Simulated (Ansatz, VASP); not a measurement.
**Ga3AsP2: VASP beside Ansatz**

```
Ga P As
1.0
    -1.97531    1.97531    8.36572
     1.97531   -1.97531    8.36572
     1.97531    1.97531   -8.36572
Ga P As
3 2 1
Direct
  0.00000 0.00000 0.00000
  0.66255 0.66255 0.00000
  0.33745 0.33745 0.00000
  0.58131 0.08131 0.50000
  0.91869 0.41869 0.50000
  0.25000 0.75000 0.50000
```

Alike in both runs: functional PBE; k mesh 6 × 6 × 6; occupations gaussian, width 0.1 eV; no spin polarisation.

Ansatz relaxed the structure, and its values are those at the end. VASP's run is a single point on that final structure, the one shown.

|  | VASP | Ansatz |
| --- | --- | --- |
| version | VASP 6.6.1 | Ansatz 0.2.0 |
| potentials or method | VASP PAW PBE potentials, release 64 (Ga_d, P, As), cutoff 520 eV | scalar-relativistic, plane waves, PAW |
| valence electrons in the cell | 54 | 64 |

```tsv
	VASP	Ansatz	Ansatz less VASP
gap on the k mesh at the Fermi level (eV)	1.05	1.05	+0.002
least direct gap on the mesh (eV)	1.05	1.05	+0.002
pressure (GPa)	0.1	0.0	-0.07
rms of the force components (eV/Å)	0.006	0.001	-0.0050
```

With one functional, cell and mesh, what is left measures potentials, basis and numerics. VASP's potentials hold 54 valence electrons a cell and Ansatz's 64, so a difference there can come from the potentials and not from the codes.
